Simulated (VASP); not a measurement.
# Sc3Al (Pm-3m) in VASP: a series of runs

Runs on Sc3Al. Level: r2SCAN. Tasks: single point.

Everything below comes from runs of VASP 6.6.1. Logs are shortened: lines on timing, memory, paths and dates and some standing lists are left out, and cuts for length are marked.

**1. The cell of the first run**

It takes space group Pm-3m (No. 221, cubic). Conventional cell: a = 4.337 Å, b = 4.337 Å, c = 4.337 Å, α = 90.00°, β = 90.00°, γ = 90.00°. Within 4.0 Å of Sc (site symmetry 4/mmm) lie 8 Sc at 3.07 Å and 4 Al at 3.07 Å. Within 4.0 Å of Al (site symmetry m-3m) lie 12 Sc at 3.07 Å.

**2. Single point, r2SCAN (20.39 Å³/atom)**

The input, POSCAR:

```
Sc3Al
1.0
    4.3365339987      0.0000000000      0.0000000000
    0.0000000000      4.3365339987      0.0000000000
    0.0000000000      0.0000000000      4.3365339987
Sc Al
3 1
Direct
    0.5000000000      0.0000000000      0.5000000000
    0.0000000000      0.5000000000      0.5000000000
    0.5000000000      0.5000000000      0.0000000000
    0.0000000000      0.0000000000      0.0000000000
```

The input, INCAR.step1:

```
  PREC = Accurate
  ENCUT = 520
  ISMEAR = 0
  SIGMA = 0.1
  LREAL = F
  LASPH = T
  NELM = 80
  NBANDS = 26
  GGA = PE
  ALGO = Normal
  EDIFF = 1E-4
  LWAVE = T
  LCHARG = F
```

The input, INCAR.step2:

```
  PREC = Accurate
  ENCUT = 520
  EDIFF = 1E-6
  ISMEAR = 0
  SIGMA = 0.1
  LREAL = F
  LASPH = T
  NELM = 80
  ALGO = Normal
  ISIF = 2
  LWAVE = F
  LCHARG = F
  METAGGA = R2SCAN
  LMIXTAU = T
  NBANDS = 26
  ISTART = 1
```

The input, KPOINTS:

```
regular mesh
0
Gamma
  10 10 10
```

Potentials or basis: VASP PAW PBE potentials, release 64 (Sc_sv, Al).

On the command line:

```bash
cat potpaw_PBE.64/Sc_sv/POTCAR potpaw_PBE.64/Al/POTCAR > POTCAR
cp INCAR.step1 INCAR
mpirun -np 1 vasp_std > vasp.out
cp INCAR.step2 INCAR
mpirun -np 1 vasp_std > vasp.out
```

OUTCAR:

```text
PREC = Accurate
   ENCUT = 520
   EDIFF = 1E-6
   ISMEAR = 0
   LREAL = F
   LASPH = T
   NELM = 80
   ISIF = 2
   METAGGA = R2SCAN
   ISTART = 1

 ion  position               nearest neighbor table
   1  0.500  0.000  0.500-   2 3.07   3 3.07   4 3.07   3 3.07   4 3.07   2 3.07   3 3.07   3 3.07
                             2 3.07   4 3.07   4 3.07   2 3.07
   2  0.000  0.500  0.500-   1 3.07   3 3.07   4 3.07   3 3.07   4 3.07   1 3.07   4 3.07   4 3.07
                             1 3.07   3 3.07   3 3.07   1 3.07
   3  0.500  0.500  0.000-   1 3.07   2 3.07   4 3.07   1 3.07   2 3.07   1 3.07   4 3.07   1 3.07
                             2 3.07   4 3.07   2 3.07   4 3.07
   4  0.000  0.000  0.000-   1 3.07   2 3.07   3 3.07   1 3.07   2 3.07   2 3.07   3 3.07   2 3.07
                             1 3.07   3 3.07   1 3.07   3 3.07

  LATTYP: Found a simple cubic cell.
 ALAT       =     4.3365339987

  Lattice vectors:

 A1 = (   4.3365339987,   0.0000000000,   0.0000000000)
 A2 = (   0.0000000000,   4.3365339987,   0.0000000000)
 A3 = (   0.0000000000,   0.0000000000,   4.3365339987)

Analysis of symmetry for initial positions (statically):
=====================================================================
 Subroutine PRICEL returns:
 Original cell was already a primitive cell.

 Routine SETGRP: Setting up the symmetry group for a
 simple cubic supercell.

 Subroutine GETGRP returns: Found 48 space group operations
 (whereof 48 operations were pure point group operations)
 out of a pool of 48 trial point group operations.

The static configuration has the point symmetry O_h .

Analysis of symmetry for dynamics (positions and initial velocities):
=====================================================================
 Subroutine PRICEL returns:
 Original cell was already a primitive cell.

 Routine SETGRP: Setting up the symmetry group for a
 simple cubic supercell.

 Subroutine GETGRP returns: Found 48 space group operations
 (whereof 48 operations were pure point group operations)
 out of a pool of 48 trial point group operations.

The dynamic configuration has the point symmetry O_h .

 Subroutine INISYM returns: Found 48 space group operations
 (whereof 48 operations are pure point group operations),
 and found     1 'primitive' translations

----------------------------------------------------------------------------------------

                                     Primitive cell

  volume of cell :      81.5508

  direct lattice vectors                    reciprocal lattice vectors
     4.336533999  0.000000000  0.000000000     0.230598907  0.000000000  0.000000000
     0.000000000  4.336533999  0.000000000     0.000000000  0.230598907  0.000000000
     0.000000000  0.000000000  4.336533999     0.000000000  0.000000000  0.230598907

  length of vectors
     4.336533999  4.336533999  4.336533999     0.230598907  0.230598907  0.230598907

  position of ions in fractional coordinates (direct lattice)
     0.500000000  0.000000000  0.500000000
     0.000000000  0.500000000  0.500000000
     0.500000000  0.500000000  0.000000000
     0.000000000  0.000000000  0.000000000

  ion indices of the primitive-cell ions
   primitive index   ion index
                 1           1
                 2           2
                 3           3
                 4           4

----------------------------------------------------------------------------------------

 KPOINTS: regular mesh

Automatic generation of k-mesh.
 Grid dimensions read from file:
 generate k-points for:   10   10   10

 Generating k-lattice:

  Cartesian coordinates                     Fractional coordinates (reciprocal lattice)
     0.023059891  0.000000000  0.000000000     0.100000000  0.000000000  0.000000000
     0.000000000  0.023059891  0.000000000     0.000000000  0.100000000  0.000000000
     0.000000000  0.000000000  0.023059891     0.000000000  0.000000000  0.100000000

  Length of vectors
     0.023059891  0.023059891  0.023059891

  Shift w.r.t. Gamma in fractional coordinates (k-lattice)
     0.000000000  0.000000000  0.000000000

 Subroutine IBZKPT returns following result:
 ===========================================

 Found     56 irreducible k-points:

 Following reciprocal coordinates:
            Coordinates               Weight
  0.000000  0.000000  0.000000      1.000000
  0.100000  0.000000  0.000000      6.000000
  0.200000  0.000000  0.000000      6.000000
  0.300000  0.000000  0.000000      6.000000
  0.400000  0.000000  0.000000      6.000000
  0.500000  0.000000  0.000000      3.000000
[... 16 lines left out ...]
  0.200000  0.100000  0.100000     24.000000
  0.300000  0.100000  0.100000     24.000000
 [... further k-points ...]
   k-points           NKPTS =     56   k-points in BZ     NKDIM =     56   number of bands    NBANDS=     26
   number of dos      NEDOS =    301   number of ions     NIONS =      4
   total plane-waves  NPLWV =  32768
   dimension x,y,z NGX =    32 NGY =   32 NGZ =   32
   dimension x,y,z NGXF=    64 NGYF=   64 NGZF=   64
   ions per type =               3   1
   NGX,Y,Z   is equivalent  to a cutoff of  12.27, 12.27, 12.27 a.u.
   NGXF,Y,Z  is equivalent  to a cutoff of  24.54, 24.54, 24.54 a.u.
 SYSTEM =  unknown system
   PREC   = accura    normal or accurate (medium, high low for compatibility)
   ISTART =      1    job   : 0-new  1-cont  2-samecut
   ICHARG =      0    charge: 1-file 2-atom 10-const
   ISPIN  =      1    spin polarized calculation?
   LNONCOLLINEAR =      F non collinear calculations
   LSORBIT =      F    spin-orbit coupling
   LASPH  =      T    aspherical Exc in radial PAW
   ENCUT  =  520.0 eV  38.22 Ry    6.18 a.u.   8.06  8.06  8.06*2*pi/ulx,y,z
   NELM   =     80;   NELMIN=  2; NELMDL=  0     # of ELM steps
   EDIFF  = 0.1E-05   stopping-criterion for ELM
   LREAL  =      F    real-space projection
   EDIFFG = 0.1E-04   stopping-criterion for IOM
   NSW    =      0    number of steps for IOM
   IBRION =     -1    ionic relax: 0-MD 1-quasi-New 2-CG
   NFREE  =      0    steps in history (QN), initial steepest desc. (CG)
   ISIF   =      2    stress and relaxation
   ISYM   =      2    0-nonsym 1-usesym 2-fastsym
   POTIM  = 0.5000    time-step for ionic-motion
   TEBEG  =    0.0;   TEEND  =   0.0 temperature during run
   PSTRESS=    0.0 pullay stress
   NELECT =      36.0000    total number of electrons
   NUPDOWN=      -1.0000    fix difference up-down
   EMIN   =  10.00;   EMAX   =-10.00  energy-range for DOS
   EFERMI =   0.00;   METHOD = LEGACY
   ISMEAR =     0;   SIGMA  =   0.10  broadening in eV -4-tet -1-fermi 0-gaus
   EFERMI_NEDOS =   21; number of points for ismear=-14 and -15
   IALGO  =     38    algorithm
   IMIX   =      4    mixing-type and parameters
     AMIX     =   0.40;   BMIX     =  1.00
     AMIX_MAG =   1.60;   BMIX_MAG =  1.00
  volume/ion in A,a.u.               =      20.39       137.58
  Fermi-wavevector in a.u.,A,eV,Ry     =   1.246521  2.355583 21.140929  1.553814
  Thomas-Fermi vector in A             =   2.380695
   LORBIT       =      0    0 simple, 1 ext, 2 COOP (PROOUT), +10 PAW based schemes
   METAGGA = R2SCAN    functional components
   LHFCALC =     F    Hartree Fock is set to
   AEXX    =    0.0000 exact exchange contribution
   IVDW    =     0    specifies the selected vdW correction
   LEPSILON=     F    determine dielectric tensor
   LRPA    =     F    only Hartree local field effects (RPA)
 non-spin polarized calculation
 Gauss-broadening in eV      SIGMA  =   0.10
  energy-cutoff  :      520.00
  volume of cell :       81.55
 maximum number of plane-waves:      2272
   NGX = 17   NGY = 17   NGZ = 17

 number of electron      35.9999995 magnetization

 Free energy of the ion-electron system (eV)
  ---------------------------------------------------
  ext. energy  EPLUGINS =         0.00000000
  ---------------------------------------------------
  free energy    TOTEN  =       -41.79859900 eV

  energy without entropy =      -41.77358364  energy(sigma->0) =      -41.78609132

 E-fermi :   5.2771     XC(G=0): -11.0877

 val. band max:        5.2644626475   @ k =   0.4000   0.3000   0.1000
 cond. band min:       5.2997637301   @ k =   0.4000   0.4000   0.2000
 fundamental gap:      0.0353010827
 Fermi energy:         5.2770896094

 k-point     1 :       0.0000    0.0000    0.0000
  band No.  band energies     occupation
      1     -46.1846      2.00000
      2     -46.0524      2.00000
      3     -46.0524      2.00000
      4     -24.0757      2.00000
      5     -24.0757      2.00000
      6     -24.0757      2.00000
[... 18 lines left out ...]
     25       7.9017      0.00000
     26       9.2103      0.00000

 k-point     2 :       0.1000    0.0000    0.0000
  band No.  band energies     occupation
      1     -46.1817      2.00000
      2     -46.0553      2.00000
      3     -46.0524      2.00000
      4     -24.0688      2.00000
      5     -24.0688      2.00000
      6     -24.0654      2.00000
[... 18 lines left out ...]
     25       8.0207      0.00000
     26       9.0988      0.00000

 k-point     3 :       0.2000    0.0000    0.0000
  band No.  band energies     occupation
      1     -46.1735      2.00000
      2     -46.0634      2.00000
      3     -46.0523      2.00000
      4     -24.0493      2.00000
      5     -24.0493      2.00000
      6     -24.0351      2.00000
[... 18 lines left out ...]
     25       8.2450      0.00000
     26       8.7575      0.00000

 k-point     4 :       0.3000    0.0000    0.0000
  band No.  band energies     occupation
      1     -46.1611      2.00000
      2     -46.0757      2.00000
      3     -46.0521      2.00000
      4     -24.0217      2.00000
      5     -24.0217      2.00000
      6     -23.9865      2.00000
[... 18 lines left out ...]
     25       8.2769      0.00000
     26       8.2769      0.00000
[... 496 lines left out ...]
      1     -46.1761      2.00000
      2     -46.0565      2.00000
      3     -46.0565      2.00000
      4     -24.0831      2.00000
      5     -24.0372      2.00000
      6     -24.0372      2.00000
[... 18 lines left out ...]
     25       8.0415      0.00000
     26       9.0252      0.00000

 k-point    23 :       0.2000    0.1000    0.1000
  band No.  band energies     occupation
      1     -46.1682      2.00000
      2     -46.0643      2.00000
      3     -46.0564      2.00000
      4     -24.0800      2.00000
      5     -24.0186      2.00000
      6     -23.9955      2.00000
[... 18 lines left out ...]
     25       8.2125      0.00000
     26       8.7046      0.00000

 k-point    24 :       0.3000    0.1000    0.1000
  band No.  band energies     occupation
      1     -46.1564      2.00000
      2     -46.0761      2.00000
      3     -46.0563      2.00000
      4     -24.0618      2.00000
      5     -23.9912      2.00000
      6     -23.9481      2.00000
[... 18 lines left out ...]
     25       8.1828      0.00000
     26       8.5517      0.00000

 [... further k-points ...]

------------------------ aborting loop because EDIFF is reached ----------------------------------------

  FORCE on cell =-STRESS in cart. coord.  units (eV):
  Direction    XX          YY          ZZ          XY          YZ          ZX
  --------------------------------------------------------------------------------------
  -------------------------------------------------------------------------------------
  Total        2.4078530      2.4078530      2.4078530      0.0000000      0.0000000      0.0000000
  in kB       47.3055699     47.3055699     47.3055699      0.0000000      0.0000000      0.0000000
  external PRESSURE =      47.3055699 kB  Pullay stress =       0.0000000 kB

 VOLUME and BASIS-vectors are now :
 -----------------------------------------------------------------------------
  energy-cutoff  :      520.00
  volume of cell :       81.55
      direct lattice vectors                 reciprocal lattice vectors
     4.336533999  0.000000000  0.000000000     0.230598907  0.000000000  0.000000000
     0.000000000  4.336533999  0.000000000     0.000000000  0.230598907  0.000000000
     0.000000000  0.000000000  4.336533999     0.000000000  0.000000000  0.230598907

 POSITION                                       TOTAL-FORCE (eV/Angst)
 -----------------------------------------------------------------------------------
      2.16827      0.00000      2.16827         0.000000      0.000000      0.000000
      0.00000      2.16827      2.16827         0.000000      0.000000      0.000000
      2.16827      2.16827      0.00000         0.000000      0.000000      0.000000
      0.00000      0.00000      0.00000         0.000000      0.000000      0.000000
 -----------------------------------------------------------------------------------
    total drift:                                0.000000     -0.000000     -0.000000

  FREE ENERGIE OF THE ION-ELECTRON SYSTEM (eV)
  ---------------------------------------------------
  free  energy   TOTEN  =       -41.7985990027 eV

  energy  without entropy=      -41.7735836403  energy(sigma->0) =      -41.78609132
```

Wall time 100 s (1 thread of Intel Xeon 6975P-C (Granite Rapids), shared host); peak memory 0.25 GiB.

What came out:

```yaml
Free_energy: -41.7986 eV
Pressure: 4.7 GPa
Band_gap_on_the_k_mesh: zero (bands 18 and 19 overlap by 1.64 eV)
```

Levels at points of the mesh, in eV from the Fermi level:
| k point | band 14 | band 15 | band 16 | band 17 | band 18 | band 19 | band 20 | band 21 | band 22 | band 23 |
| --- | --- | --- | --- | --- | --- | --- | --- | --- | --- | --- |
| (0.00, 0.00, 0.00) | -2.92 | -1.17 | -1.17 | -0.50 | -0.50 | -0.50 | 0.59 | 0.59 | 0.59 | 2.62 |
| (0.50, 0.00, 0.00) | -4.47 | -1.63 | -1.00 | -1.00 | 0.12 | 0.13 | 0.95 | 0.95 | 1.67 | 1.82 |
| (0.50, 0.50, 0.00) | -3.15 | -3.15 | -1.71 | -1.18 | 0.23 | 0.54 | 0.54 | 1.22 | 1.22 | 1.97 |
| (0.50, 0.50, 0.50) | -1.60 | -1.60 | -1.60 | -1.41 | -1.41 | -1.41 | 0.36 | 1.68 | 1.68 | 1.68 |

Caveat: the cell stands under pressure; the PAW data sets were made with another functional, which shifts forces and pressure a little.

**3. Single point, r2SCAN (21.04 Å³/atom)**

This run uses another cell than the first one, of 21.04 Å³/atom.

The input, POSCAR:

```
Sc3Al
1.0
    4.3821850798      0.0000000000      0.0000000000
    0.0000000000      4.3821850798      0.0000000000
    0.0000000000      0.0000000000      4.3821850798
Sc Al
3 1
Direct
    0.5000000000      0.0000000000      0.5000000000
    0.0000000000      0.5000000000      0.5000000000
    0.5000000000      0.5000000000      0.0000000000
    0.0000000000      0.0000000000      0.0000000000
```

INCAR.step1: that of step 2 with these lines changed.

```diff
@@ -6,3 +6,3 @@
   LASPH = T
-  NELM = 80
+  NELM = 60
   NBANDS = 26
```

INCAR.step2: that of step 2 with these lines changed.

```diff
@@ -2,3 +2,3 @@
   ENCUT = 520
-  EDIFF = 1E-6
+  EDIFF = 1E-7
   ISMEAR = 0
@@ -7,3 +7,3 @@
   LASPH = T
-  NELM = 80
+  NELM = 60
   ALGO = Normal
```

KPOINTS is that of step 2.

Potentials or basis: VASP PAW PBE potentials, release 64 (Sc_sv, Al).

On the command line:

```bash
cat potpaw_PBE.64/Sc_sv/POTCAR potpaw_PBE.64/Al/POTCAR > POTCAR
cp INCAR.step1 INCAR
mpirun -np 1 vasp_std > vasp.out
cp INCAR.step2 INCAR
mpirun -np 1 vasp_std > vasp.out
```

Run time: 2.8 min. Hardware: 1 thread of Intel Xeon 6975P-C (Granite Rapids), shared host; peak memory 0.28 GiB.

Results (log left out):

| Property | Result |
| --- | --- |
| Free energy | -41.8561 eV |
| Pressure | 2.3 GPa |
| Band gap on the k mesh | zero (bands 18 and 19 overlap by 1.65 eV) |

Levels at points of the mesh, in eV from the Fermi level:
```csv
k point,band 14,band 15,band 16,band 17,band 18,band 19,band 20,band 21,band 22,band 23
"(0.00, 0.00, 0.00)",-2.84,-1.12,-1.12,-0.46,-0.46,-0.46,0.52,0.52,0.52,2.55
"(0.50, 0.00, 0.00)",-4.44,-1.57,-0.97,-0.97,0.13,0.14,0.90,0.90,1.64,1.78
"(0.50, 0.50, 0.00)",-3.13,-3.13,-1.75,-1.13,0.21,0.54,0.54,1.18,1.18,1.92
"(0.50, 0.50, 0.50)",-1.59,-1.59,-1.59,-1.43,-1.43,-1.43,0.25,1.63,1.63,1.63
```

Caveat: the PAW data sets were made with another functional, which shifts forces and pressure a little.

**4. Single point, r2SCAN**

This run uses another cell than the first one, of 21.69 Å³/atom.

The input, POSCAR:

```
Sc3Al
1.0
    4.4269043427      0.0000000000      0.0000000000
    0.0000000000      4.4269043427      0.0000000000
    0.0000000000      0.0000000000      4.4269043427
Sc Al
3 1
Direct
    0.5000000000      0.0000000000      0.5000000000
    0.0000000000      0.5000000000      0.5000000000
    0.5000000000      0.5000000000      0.0000000000
    0.0000000000      0.0000000000      0.0000000000
```

INCAR.step1: that of step 3 with these lines changed.

```diff
@@ -6,3 +6,3 @@
   LASPH = T
-  NELM = 60
+  NELM = 100
   NBANDS = 26
```

INCAR.step2: that of step 3 with these lines changed.

```diff
@@ -2,3 +2,3 @@
   ENCUT = 520
-  EDIFF = 1E-7
+  EDIFF = 1E-6
   ISMEAR = 0
@@ -7,3 +7,3 @@
   LASPH = T
-  NELM = 60
+  NELM = 100
   ALGO = Normal
```

The input, KPOINTS:

```
Automatic mesh
0
Gamma
  10 10 10
```

On the command line:

```bash
cat potpaw_PBE.64/Sc_sv/POTCAR potpaw_PBE.64/Al/POTCAR > POTCAR
cp INCAR.step1 INCAR
mpirun -np 1 vasp_std > vasp.out
cp INCAR.step2 INCAR
mpirun -np 1 vasp_std > vasp.out
```

It took 2.7 min on 1 thread of Intel Xeon 6975P-C (Granite Rapids), shared host; peak memory 0.28 GiB.

The run converged. Its results:

| Item | Value |
| --- | --- |
| Free energy | -41.8767 eV |
| Pressure | 0.2 GPa |
| Band gap on the k mesh | zero (bands 18 and 19 overlap by 1.65 eV) |

Levels at points of the mesh, in eV from the Fermi level:
```csv
k point,band 14,band 15,band 16,band 17,band 18,band 19,band 20,band 21,band 22,band 23
"(0.00, 0.00, 0.00)",-2.77,-1.08,-1.08,-0.43,-0.43,-0.43,0.46,0.46,0.46,2.48
"(0.50, 0.00, 0.00)",-4.40,-1.51,-0.95,-0.95,0.14,0.15,0.86,0.86,1.61,1.73
"(0.50, 0.50, 0.00)",-3.10,-3.10,-1.79,-1.09,0.20,0.53,0.53,1.14,1.14,1.87
"(0.50, 0.50, 0.50)",-1.57,-1.57,-1.57,-1.44,-1.44,-1.44,0.16,1.59,1.59,1.59
```

Caveat: the PAW data sets were made with another functional, which shifts forces and pressure a little.

**5. Overview**

```csv
cell,gap on the mesh (eV),pressure (GPa)
"a = 4.337 Å, 4 atoms",none,4.7
"a = 4.382 Å, 4 atoms",none,2.3
"a = 4.427 Å, 4 atoms",none,0.2
```

Alike in all rows: task single point; level r2SCAN; potentials or basis VASP PAW PBE potentials, release 64 (Sc_sv, Al); no spin polarisation; k mesh 10 × 10 × 10; cutoff (eV) 520; smearing gaussian 0.1 eV.

Caveats: the PAW data sets were made with another functional, which shifts forces and pressure a little; the cell stands under pressure (at least some runs).

Absolute energies hang on the potentials; compare differences alone.
